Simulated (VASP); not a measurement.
# K7Mg8F23 (a cell with a defect) in VASP: notebook, part 2 of 2

VASP 6.6.1. Earlier steps stand in the parts before.

### 3 Single point, PBEsol

INCAR reads:

```
PREC = Accurate
ENCUT = 520
EDIFF = 1E-6
ISMEAR = -1
SIGMA = 0.05
LREAL = Auto
LASPH = T
NELM = 120
ALGO = Normal
ISIF = 2
LWAVE = F
LCHARG = F
GGA = PS
NBANDS = 145
ISYM = -1
GGA_COMPAT = F
```

KPOINTS reads:

```
explicit points
1
Reciprocal
  0.25000000   0.25000000   0.25000000 1
```

POSCAR reads:

```
K7Mg8F23
1.0
    7.9825440000      0.0000000000      0.0000000000
    0.0000000000      7.9825440000      0.0000000000
    0.0000000000      0.0000000000      7.9825440000
K Mg F
7 8 23
Direct
    0.9921920000      0.9926190000      0.0007190000
    0.9901910000      0.9906200000      0.5005970000
    0.9954370000      0.5075750000      0.0007180000
    0.9857500000      0.5106540000      0.5007570000
    0.5071470000      0.9958350000      0.0006890000
    0.5102130000      0.9861470000      0.5006910000
    0.5065330000      0.5068860000      0.0007000000
    0.2516490000      0.2520590000      0.2351740000
    0.2515990000      0.2520270000      0.7662350000
    0.2520250000      0.7477060000      0.2556000000
    0.2519970000      0.7477240000      0.7458030000
    0.7472860000      0.2524560000      0.2556060000
    0.7472850000      0.2524370000      0.7457970000
    0.7463380000      0.7467710000      0.2523800000
    0.7463220000      0.7467600000      0.7490320000
    0.2372760000      0.2374920000      0.0006990000
    0.2480980000      0.7593590000      0.0007040000
    0.2407610000      0.7486500000      0.5006910000
    0.7588320000      0.2485520000      0.0007170000
    0.7483410000      0.2411520000      0.5006930000
    0.7501860000      0.7506000000      0.0007100000
    0.7548640000      0.7553010000      0.5007090000
    0.0084270000      0.2505400000      0.2745450000
    0.0083650000      0.2503880000      0.7269400000
    0.0001220000      0.7517040000      0.2481310000
    0.0000970000      0.7517540000      0.7532720000
    0.4946350000      0.2447880000      0.2483360000
    0.4946080000      0.2448000000      0.7530240000
    0.4985960000      0.7577270000      0.2424080000
    0.4985690000      0.7577250000      0.7590300000
    0.2500190000      0.0088560000      0.2746340000
    0.2499520000      0.0088200000      0.7267850000
    0.2444230000      0.4950640000      0.2481910000
    0.2443280000      0.4950480000      0.7531410000
    0.7513380000      0.0005460000      0.2481310000
    0.7513010000      0.0005340000      0.7532910000
    0.7572570000      0.4990290000      0.2424250000
    0.7572820000      0.4990100000      0.7590270000
```

Potentials or basis: VASP PAW PBE potentials, release 64 (K_sv, Mg, F).

The run is started by

```console
$ cat potpaw_PBE.64/K_sv/POTCAR potpaw_PBE.64/Mg/POTCAR potpaw_PBE.64/F/POTCAR > POTCAR
$ mpirun -np 1 vasp_std > vasp.out
```

OUTCAR:

```text
PREC = Accurate
   ENCUT = 520
   EDIFF = 1E-6
   ISMEAR = -1
   LREAL = Auto
   LASPH = T
   NELM = 120
   ISIF = 2
   GGA = PS
   ISYM = -1

 ion  position               nearest neighbor table
   1  0.992  0.993  0.001-  21 2.73  35 2.76  26 2.76  36 2.76  25 2.76  17 2.76  19 2.76  16 2.77
                            14 3.43  15 3.43   9 3.48   8 3.48  11 3.50  10 3.50  12 3.50  13 3.50
   2  0.990  0.991  0.501-  22 2.66  31 2.75  32 2.75  23 2.75  24 2.75  35 2.78  25 2.78  26 2.78
                            36 2.78  20 2.78  18 2.78  14 3.39  15 3.39  12 3.46  10 3.46  11 3.46
   3  0.995  0.508  0.001-  38 2.71  37 2.71  21 2.76  25 2.77  26 2.78  19 2.80  33 2.80  34 2.80
                            17 2.85  14 3.41  15 3.41   8 3.44   9 3.44  10 3.47  11 3.47  12 3.49
   4  0.986  0.511  0.501-  22 2.69  38 2.75  37 2.75  23 2.76  24 2.76  18 2.78  26 2.79  25 2.79
                            15 3.34  14 3.34  13 3.42  12 3.42  11 3.45  10 3.45   9 3.64   8 3.64
   5  0.507  0.996  0.001-  30 2.71  29 2.71  21 2.76  36 2.77  35 2.78  17 2.80  27 2.80  28 2.81
                            19 2.85  15 3.41  14 3.41   9 3.44   8 3.44  13 3.47  12 3.47  11 3.49
   6  0.510  0.986  0.501-  22 2.69  29 2.75  30 2.75  31 2.76  32 2.76  20 2.79  35 2.79  36 2.79
                            14 3.34  15 3.34  10 3.42  11 3.42  13 3.45  12 3.45   8 3.64   9 3.64
   7  0.507  0.507  0.001-  21 2.75  38 2.78  37 2.78  30 2.78  29 2.78  15 3.37  14 3.37   8 3.43
                             9 3.43  12 3.46  13 3.46  10 3.46  11 3.46
   8  0.252  0.252  0.235-  16 1.88  27 1.94  33 1.94  31 1.97  23 1.97   7 3.43   3 3.44   5 3.44
                             1 3.48   2 3.63   6 3.64   4 3.64
   9  0.252  0.252  0.766-  16 1.88  28 1.94  34 1.94  32 1.97  24 1.97   7 3.43   3 3.44   5 3.44
                             1 3.48   2 3.63   4 3.64   6 3.64
  10  0.252  0.748  0.256-  18 1.96  29 1.97  25 2.01  33 2.02  17 2.04  31 2.09   6 3.42   4 3.45
                             2 3.46   7 3.46   3 3.47   5 3.49   1 3.50
  11  0.252  0.748  0.746-  18 1.96  30 1.97  26 2.01  34 2.02  17 2.04  32 2.09   6 3.42   4 3.45
                             2 3.46   7 3.46   3 3.47   5 3.49   1 3.50
  12  0.747  0.252  0.256-  20 1.96  37 1.97  35 2.01  27 2.02  19 2.04  23 2.09   4 3.42   6 3.45
                             2 3.46   7 3.46   5 3.47   3 3.49   1 3.50
  13  0.747  0.252  0.746-  20 1.96  38 1.97  36 2.01  28 2.02  19 2.04  24 2.09   4 3.42   6 3.45
                             2 3.46   7 3.46   5 3.47   3 3.49   1 3.50
  14  0.746  0.747  0.252-  37 1.98  29 1.98  22 1.98  21 2.01  35 2.03  25 2.03   6 3.34   4 3.34
                             7 3.37   2 3.39   5 3.41   3 3.41   1 3.43
  15  0.746  0.747  0.749-  38 1.98  30 1.98  22 1.98  21 2.01  36 2.03  26 2.03   4 3.34   6 3.34
                             7 3.37   2 3.39   5 3.41   3 3.41   1 3.43
  16  0.237  0.237  0.001-   9 1.88   8 1.88   1 2.77
  17  0.248  0.759  0.001-  10 2.04  11 2.04   1 2.76   5 2.80   3 2.85
  18  0.241  0.749  0.501-  10 1.96  11 1.96   2 2.78   4 2.78
  19  0.759  0.249  0.001-  12 2.04  13 2.04   1 2.76   3 2.80   5 2.85
  20  0.748  0.241  0.501-  12 1.96  13 1.96   2 2.78   6 2.79
[... 4 lines left out ...]
  25  0.000  0.752  0.248-  10 2.01  14 2.03   1 2.76   3 2.77   2 2.78   4 2.79
  26  0.000  0.752  0.753-  11 2.01  15 2.03   1 2.76   3 2.78   2 2.78   4 2.79
  27  0.495  0.245  0.248-   8 1.94  12 2.02   5 2.80
  28  0.495  0.245  0.753-   9 1.94  13 2.02   5 2.81
  29  0.499  0.758  0.242-  10 1.97  14 1.98   5 2.71   6 2.75   7 2.78
  30  0.499  0.758  0.759-  11 1.97  15 1.98   5 2.71   6 2.75   7 2.78
  31  0.250  0.009  0.275-   8 1.97  10 2.09   2 2.75   6 2.76
  32  0.250  0.009  0.727-   9 1.97  11 2.09   2 2.75   6 2.76
  33  0.244  0.495  0.248-   8 1.94  10 2.02   3 2.80
  34  0.244  0.495  0.753-   9 1.94  11 2.02   3 2.80
  35  0.751  0.001  0.248-  12 2.01  14 2.03   1 2.76   5 2.78   2 2.78   6 2.79
  36  0.751  0.001  0.753-  13 2.01  15 2.03   1 2.76   5 2.77   2 2.78   6 2.79
  37  0.757  0.499  0.242-  12 1.97  14 1.98   3 2.71   4 2.75   7 2.78
  38  0.757  0.499  0.759-  13 1.97  15 1.98   3 2.71   4 2.75   7 2.78

IMPORTANT INFORMATION: All symmetrisations will be switched off!
NOSYMM: (Re-)initialisation of all symmetry stuff for point group C_1.

----------------------------------------------------------------------------------------

                                     Primitive cell

[... 117 lines left out ...]
   LASPH  =      T    aspherical Exc in radial PAW
   ENCUT  =  520.0 eV  38.22 Ry    6.18 a.u.  14.84 14.84 14.84*2*pi/ulx,y,z
   NELM   =    120;   NELMIN=  2; NELMDL= -5     # of ELM steps
   EDIFF  = 0.1E-05   stopping-criterion for ELM
   LREAL  =      T    real-space projection
   EDIFFG = 0.1E-04   stopping-criterion for IOM
   NSW    =      0    number of steps for IOM
   IBRION =     -1    ionic relax: 0-MD 1-quasi-New 2-CG
   NFREE  =      0    steps in history (QN), initial steepest desc. (CG)
   ISIF   =      2    stress and relaxation
   ISYM   =     -1    0-nonsym 1-usesym 2-fastsym
   POTIM  = 0.5000    time-step for ionic-motion
   TEBEG  =    0.0;   TEEND  =   0.0 temperature during run
   PSTRESS=    0.0 pullay stress
   NELECT =     240.0000    total number of electrons
   NUPDOWN=      -1.0000    fix difference up-down
   EMIN   =  10.00;   EMAX   =-10.00  energy-range for DOS
   EFERMI =   0.00;   METHOD = LEGACY
   ISMEAR =    -1;   SIGMA  =   0.05  broadening in eV -4-tet -1-fermi 0-gaus
   EFERMI_NEDOS =   21; number of points for ismear=-14 and -15
   IALGO  =     38    algorithm
   IMIX   =      4    mixing-type and parameters
     AMIX     =   0.40;   BMIX     =  1.00
     AMIX_MAG =   1.60;   BMIX_MAG =  1.00
  volume/ion in A,a.u.               =      13.39        90.33
  Fermi-wavevector in a.u.,A,eV,Ry     =   1.274492  2.408441 22.100364  1.624331
  Thomas-Fermi vector in A             =   2.407257
   LORBIT       =      0    0 simple, 1 ext, 2 COOP (PROOUT), +10 PAW based schemes
   GGA     = PS    functional components
   LHFCALC =     F    Hartree Fock is set to
   AEXX    =    0.0000 exact exchange contribution
   IVDW    =     0    specifies the selected vdW correction
   LEPSILON=     F    determine dielectric tensor
   LRPA    =     F    only Hartree local field effects (RPA)
 non-spin polarized calculation
  energy-cutoff  :      520.00
  volume of cell :      508.66
 maximum number of plane-waves:     13679
 NGX is ok and might be reduce to    60
   NGX = 29   NGY = 29   NGZ = 29

 number of electron     239.9999865 magnetization

 Free energy of the ion-electron system (eV)
  ---------------------------------------------------
  ext. energy  EPLUGINS =         0.00000000
  ---------------------------------------------------
  free energy    TOTEN  =      -191.43481823 eV

  energy without entropy =     -191.43481823  energy(sigma->0) =     -191.43481823

 E-fermi :  -0.7274     XC(G=0):  -9.5029

 val. band max:       -2.0503325540   @ k =   0.2500   0.2500   0.2500
 cond. band min:       4.5254901423   @ k =   0.2500   0.2500   0.2500
 fundamental gap:      6.5758226962
 Fermi energy:        -0.7274214915

 k-point     1 :       0.2500    0.2500    0.2500
  band No.  band energies     occupation
      1     -27.6171      2.00000
      2     -27.5641      2.00000
      3     -27.5022      2.00000
      4     -27.5015      2.00000
      5     -27.4872      2.00000
      6     -27.4852      2.00000
[... 124 lines left out ...]
    131       8.5062      0.00000
    132       8.6900      0.00000
 [bands above 132 left out]

------------------------ aborting loop because EDIFF is reached ----------------------------------------

  FORCE on cell =-STRESS in cart. coord.  units (eV):
  Direction    XX          YY          ZZ          XY          YZ          ZX
  --------------------------------------------------------------------------------------
  -------------------------------------------------------------------------------------
  Total       -3.3548608     -3.3571353      0.7236940     -0.5217972     -0.1675815     -0.1661572
  in kB      -10.5672292    -10.5743933      2.2795103     -1.6435705     -0.5278525     -0.5233664
  external PRESSURE =      -6.2873707 kB  Pullay stress =       0.0000000 kB

 VOLUME and BASIS-vectors are now :
 -----------------------------------------------------------------------------
  energy-cutoff  :      520.00
  volume of cell :      508.66
      direct lattice vectors                 reciprocal lattice vectors
     7.982544000  0.000000000  0.000000000     0.125273346  0.000000000  0.000000000
     0.000000000  7.982544000  0.000000000     0.000000000  0.125273346  0.000000000
     0.000000000  0.000000000  7.982544000     0.000000000  0.000000000  0.125273346

 POSITION                                       TOTAL-FORCE (eV/Angst)
 -----------------------------------------------------------------------------------
      7.92022      7.92362      0.00574         0.001369      0.001011     -0.000593
      7.90424      7.90767      3.99604        -0.001199      0.001367      0.000904
      7.94612      4.05174      0.00573         0.004663     -0.008154     -0.000333
      7.86879      4.07632      3.99731         0.015509     -0.012721      0.001138
      4.04832      7.94930      0.00550        -0.007812      0.003523     -0.000260
      4.07280      7.87196      3.99679        -0.009424      0.016532      0.002974
[... 30 lines left out ...]
      6.04484      3.98352      1.93517        -0.005670     -0.003126      0.006207
      6.04504      3.98337      6.05897        -0.005415     -0.002680     -0.006191
 -----------------------------------------------------------------------------------
    total drift:                               -0.000396     -0.012720      0.034193

  FREE ENERGIE OF THE ION-ELECTRON SYSTEM (eV)
  ---------------------------------------------------
  free  energy   TOTEN  =      -191.4348182281 eV

  energy  without entropy=     -191.4348182281  energy(sigma->0) =     -191.43481823
```

Run time: 1.8 min. Hardware: 1 thread of AMD EPYC 9R45 (Zen 5), shared host; peak memory 0.46 GiB.

Results:

```
Free energy            : -191.4348 eV
Pressure               : -0.6 GPa
Largest force          : 0.024 eV/Å
Band gap on the k mesh : 6.58 eV
```

Forces in eV/Å, atoms in the order of the input:
```
K    0.001  0.001 -0.001
K   -0.001  0.001  0.001
K    0.005 -0.008  0.000
K    0.016 -0.013  0.001
K   -0.008  0.004  0.000
K   -0.009  0.017  0.003
K   -0.011 -0.008  0.002
Mg   0.001  0.001 -0.024
Mg   0.002  0.002  0.024
Mg   0.001 -0.005  0.002
Mg   0.001 -0.005 -0.004
Mg  -0.005  0.001  0.003
Mg  -0.005  0.000 -0.004
Mg   0.003  0.002 -0.002
Mg   0.001  0.002  0.000
F   -0.006 -0.004  0.001
F    0.000 -0.001 -0.001
F    0.011 -0.002 -0.002
F    0.002 -0.001 -0.002
F   -0.003  0.011 -0.001
F   -0.004 -0.002  0.001
F   -0.005 -0.006 -0.003
F    0.001 -0.001 -0.011
F    0.000 -0.001  0.014
F    0.004  0.002 -0.002
F    0.002  0.004  0.000
F    0.006  0.007  0.002
F    0.006  0.006  0.000
F   -0.003 -0.005  0.006
F   -0.003 -0.005 -0.006
F   -0.001  0.000 -0.010
F   -0.002  0.000  0.015
F    0.005  0.003  0.002
F    0.007  0.005 -0.001
F    0.000  0.005 -0.003
F    0.003  0.003 -0.001
F   -0.006 -0.003  0.006
F   -0.005 -0.003 -0.006
```

Caveat: the PAW data sets were made with another functional, which shifts forces and pressure a little.

### 4 Relaxation of the atoms, PBEsol

INCAR reads:

```
PREC = Accurate ; ENCUT = 520
EDIFF = 1E-7 ; ISMEAR = -1
SIGMA = 0.05 ; LREAL = Auto
LASPH = T ; NELM = 120
ALGO = Normal ; ISIF = 2
LWAVE = F ; LCHARG = F
GGA = PS ; IBRION = 2
NSW = 100 ; EDIFFG = -0.03
ISYM = -1 ; GGA_COMPAT = F
NELMIN = 4
```

KPOINTS is that of step 3.

POSCAR reads:

```
K7Mg8F23
1.0
    7.9825440000      0.0000000000      0.0000000000
    0.0000000000      7.9825440000      0.0000000000
    0.0000000000      0.0000000000      7.9825440000
K Mg F
7 8 23
Direct
    0.9962580000      0.0021270000      0.9999420000
    0.0009820000      0.9940200000      0.4986000000
    0.0011570000      0.4987020000      0.9957090000
    0.0010010000      0.5019310000      0.5038620000
    0.4969770000      0.9963220000      0.9990300000
    0.5000660000      0.0032230000      0.4984210000
    0.4996610000      0.4975530000      0.9975270000
    0.2506030000      0.2517430000      0.2572000000
    0.2449490000      0.2510680000      0.7541140000
    0.2458360000      0.7507550000      0.2518540000
    0.2482950000      0.7527790000      0.7472220000
    0.7461140000      0.2465350000      0.2522400000
    0.7510270000      0.2472910000      0.7443680000
    0.7455260000      0.7519630000      0.2494230000
    0.7525060000      0.7510390000      0.7519080000
    0.2497130000      0.2447860000      0.9996770000
    0.2485070000      0.7524780000      0.9986620000
    0.2482120000      0.7452490000      0.4977760000
    0.7474290000      0.2556840000      0.0034680000
    0.7503880000      0.2529240000      0.5041720000
    0.7480080000      0.7468040000      0.0006130000
    0.7491230000      0.7491560000      0.4993630000
    0.0005580000      0.2478740000      0.2520880000
    0.9964950000      0.2516080000      0.7479890000
    0.0015310000      0.7482800000      0.2516360000
    0.9971930000      0.7526420000      0.7542480000
    0.5039900000      0.2516340000      0.2525120000
    0.5006660000      0.2446110000      0.7523910000
    0.5017660000      0.7481840000      0.2483050000
    0.4990120000      0.7531770000      0.7523310000
    0.2511570000      0.0024020000      0.2529820000
    0.2485940000      0.0000650000      0.7515740000
    0.2563690000      0.5012210000      0.2532090000
    0.2504790000      0.5037730000      0.7495020000
    0.7507010000      0.0023350000      0.2529970000
    0.7469180000      0.9959460000      0.7499680000
    0.7516180000      0.4997340000      0.2510750000
    0.7502540000      0.4980940000      0.7487710000
```

The run is started by

```console
$ cat potpaw_PBE.64/K_sv/POTCAR potpaw_PBE.64/Mg/POTCAR potpaw_PBE.64/F/POTCAR > POTCAR
$ mpirun -np 1 vasp_std > vasp.out
```

It took 18 min on 1 thread of AMD EPYC 9R45 (Zen 5), shared host; peak memory 0.54 GiB.

The run converged. Its results:

```yaml
Free_energy: -191.4288 eV
Energy_gained_by_relaxing: 36.3 meV/atom
Ionic_steps: 16
Pressure_after_relaxing: -0.6 GPa
Largest_force_after_relaxing: 0.028 eV/Å
Band_gap_on_the_k_mesh: 6.55 eV
```

Forces on the atoms (eV/Å):
```
K    0.012  0.011 -0.001
K   -0.003 -0.010 -0.003
K   -0.001 -0.002  0.000
K    0.000  0.000  0.001
K   -0.003  0.001 -0.001
K   -0.004  0.002  0.002
K   -0.001 -0.001  0.000
Mg  -0.016 -0.016  0.000
Mg  -0.005 -0.008  0.016
Mg   0.002  0.001  0.006
Mg   0.006  0.001 -0.003
Mg   0.013  0.006  0.002
Mg   0.007  0.002 -0.007
Mg   0.003 -0.004  0.022
Mg  -0.006 -0.003 -0.019
F   -0.015 -0.010 -0.019
F    0.001  0.017  0.004
F   -0.004 -0.007 -0.003
F    0.012  0.002  0.003
F   -0.019 -0.002 -0.001
F   -0.006 -0.007  0.015
F    0.008  0.002  0.001
F    0.002  0.014  0.011
F   -0.001  0.009 -0.019
F   -0.019 -0.008  0.006
F   -0.009 -0.001 -0.004
F   -0.003  0.003 -0.027
F    0.004  0.002  0.026
F    0.007  0.007 -0.007
F    0.013  0.002  0.006
F    0.011  0.003  0.009
F    0.012 -0.005 -0.014
F    0.002  0.002 -0.028
F    0.008  0.001  0.025
F   -0.014 -0.015  0.012
F   -0.002 -0.005 -0.007
F    0.000  0.010 -0.005
F    0.009  0.007  0.003
```

Stress tensor (GPa, compression positive):
```
-1.05 -0.17 -0.06
-0.17 -1.06 -0.06
-0.06 -0.06  0.21
```

Step by step:
| step | energy change (eV) | largest force (eV/Å) | pressure (GPa) |
| --- | --- | --- | --- |
| 1 | 0.0000 | 2.4991 | -1.15 |
| 2 | -1.0607 | 0.9797 | -0.90 |
| 3 | -1.1818 | 0.5733 | -0.60 |
| 4 | -1.2684 | 0.2358 | -0.57 |
| 5 | -1.2916 | 0.6437 | -0.50 |
| 6 | -1.3416 | 0.3231 | -0.53 |
| 7 | -1.3437 | 0.5394 | -0.53 |
| 8 | -1.3663 | 0.1324 | -0.59 |
| 9 | -1.3666 | 0.1125 | -0.59 |
| 10 | -1.3720 | 0.0677 | -0.60 |
| 11 | -1.3735 | 0.1215 | -0.60 |
| 12 | -1.3770 | 0.0731 | -0.62 |
| 13 | -1.3775 | 0.1337 | -0.63 |
| 14 | -1.3790 | 0.1235 | -0.64 |
| 15 | -1.3791 | 0.0726 | -0.64 |
| 16 | -1.3803 | 0.0278 | -0.63 |

Final structure:
```
CELL_PARAMETERS angstrom
7.98254 0.00000 0.00000
0.00000 7.98254 0.00000
0.00000 0.00000 7.98254
ATOMIC_POSITIONS crystal
K 0.99264 0.99332 0.00066
K 0.99027 0.99098 0.50075
K 0.99527 0.50665 0.00065
K 0.98624 0.51007 0.50076
K 0.50631 0.99570 0.00080
K 0.50974 0.98658 0.50072
K 0.50590 0.50646 0.00057
Mg 0.25268 0.25278 0.23574
Mg 0.25214 0.25268 0.76601
Mg 0.25187 0.74727 0.25570
Mg 0.25152 0.74727 0.74563
Mg 0.74686 0.25218 0.25579
Mg 0.74656 0.25222 0.74577
Mg 0.74632 0.74667 0.25191
Mg 0.74599 0.74663 0.74899
F 0.24563 0.24485 0.00101
F 0.24780 0.75387 0.00058
F 0.24130 0.75390 0.50071
F 0.75292 0.24846 0.00067
F 0.75454 0.24157 0.50078
F 0.75009 0.75063 0.00037
F 0.75456 0.75532 0.50047
F 0.00839 0.24926 0.26889
F 0.00787 0.24967 0.73358
F 0.00027 0.75164 0.24785
F 0.99985 0.75117 0.75311
F 0.49482 0.24414 0.25542
F 0.49425 0.24392 0.74601
F 0.49838 0.75698 0.24245
F 0.49797 0.75751 0.75885
F 0.24921 0.00854 0.26932
F 0.24826 0.00865 0.73235
F 0.24397 0.49494 0.25475
F 0.24362 0.49487 0.74676
F 0.75150 0.00055 0.24761
F 0.75106 0.00043 0.75338
F 0.75709 0.49866 0.24256
F 0.75597 0.49873 0.75877
```

Levels at points of the mesh, in eV from the valence-band top:
| k point | band 118 | band 119 | band 120 | band 121 | band 122 | band 123 |
| --- | --- | --- | --- | --- | --- | --- |
| (0.25, 0.25, 0.25) | -0.07 | -0.02 | 0.00 | 6.55 | 8.21 | 9.06 |

Caveat: the PAW data sets were made with another functional, which shifts forces and pressure a little.
